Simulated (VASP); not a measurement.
A run of VASP 6.6.1 is set up as follows.

The input INCAR:

```
SYSTEM = GaN
ALGO = Normal ; EDIFF = 1E-7
ENCUT = 520 ; GGA = PE
ISIF = 2 ; ISMEAR = 0
LASPH = .TRUE. ; LCHARG = .FALSE.
LREAL = .FALSE. ; LWAVE = .FALSE.
NBANDS = 16 ; NELM = 100
PREC = Accurate ; SIGMA = 0.05
```

The input KPOINTS:

```
k-points
0
G
  14 14 14
  0 0 0
```

The input POSCAR:

```
GaN
1.0
    0.0000000000      2.1345730772      2.1345730772
    2.1345730772      0.0000000000      2.1345730772
    2.1345730772      2.1345730772      0.0000000000
Ga N
1 1
Direct
    0.0000000000      0.0000000000      0.0000000000
    0.5000000000      0.5000000000      0.5000000000
```

Potentials or basis: VASP PAW PBE potentials, release 64 (Ga_d, N).

Run with:

```console
$ cat potpaw_PBE.64/Ga_d/POTCAR potpaw_PBE.64/N/POTCAR > POTCAR
$ mpirun -np 1 vasp_std > vasp.out
```

Q: What does it give for the band gap on the k mesh?

A: 0.40 eV, indirect (least direct gap 2.38 eV).

Q: Predict the pressure.

A: 0.6 GPa.

Caveat: the cell differs from its parent crystal (strained). A k mesh can miss the band edges.
